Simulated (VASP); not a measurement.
Runs of VASP 6.6.1 on VN2. The structure is that of space group I4/mcm (No. 140), or close to it. The cells are those of the table. 

| cell | further INCAR settings | gap on the mesh (eV) | pressure (GPa) | largest force (eV/Å) |
| --- | --- | --- | --- | --- |
| a = 3.970 Å, angles 114.3, 114.3, 100.2°, 6 atoms | ALGO = Fast; EDIFF = 1e-06; NBANDS = 32 | none | (a) | 0.07 |
| a = 3.891 Å, angles 112.8, 112.8, 103.0°, 6 atoms | ALGO = Fast; EDIFF = 1e-07; NBANDS = 32 | none | 8.8 | 0.15 |
| a = 4.049 Å, angles 112.1, 112.1, 104.3°, 6 atoms | ALGO = Fast; EDIFF = 1e-06; NBANDS = 32 | none | -26.5 | 0.70 |
| a = 4.068 Å, angles 114.3, 114.3, 100.2°, 6 atoms | ALGO = Fast; EDIFF = 1e-07; NBANDS = 32 | none | (b) | 0.62 |
| a = 3.911 Å, angles 115.1, 115.1, 98.8°, 6 atoms | ALGO = Fast; EDIFF = 1e-06; NBANDS = 32 | none | 12.1 | 0.51 |

Alike in all rows: task single point; level PBE; potentials or basis VASP PAW PBE potentials, release 64 (V_sv, N); no spin polarisation; k mesh 16 × 16 × 16; cutoff (eV) 520; smearing gaussian 0.15 eV.

Task: Estimate the missing entries.

Result: (a) -6.0; (b) -24.7.

Caveats: the run has no spin polarisation, though such a crystal can be magnetic; the stress differs along the axes, from -12 to -3 GPa (at least some runs); the stress differs along the axes, from 4 to 18 GPa (at least some runs); the stress differs along the axes, from -36 to -7 GPa (at least some runs); the cell stands under tension (at least some runs); the stress differs along the axes, from -4 to 20 GPa (at least some runs).

A gap of «none» marks levels without a gap at the run's occupations.
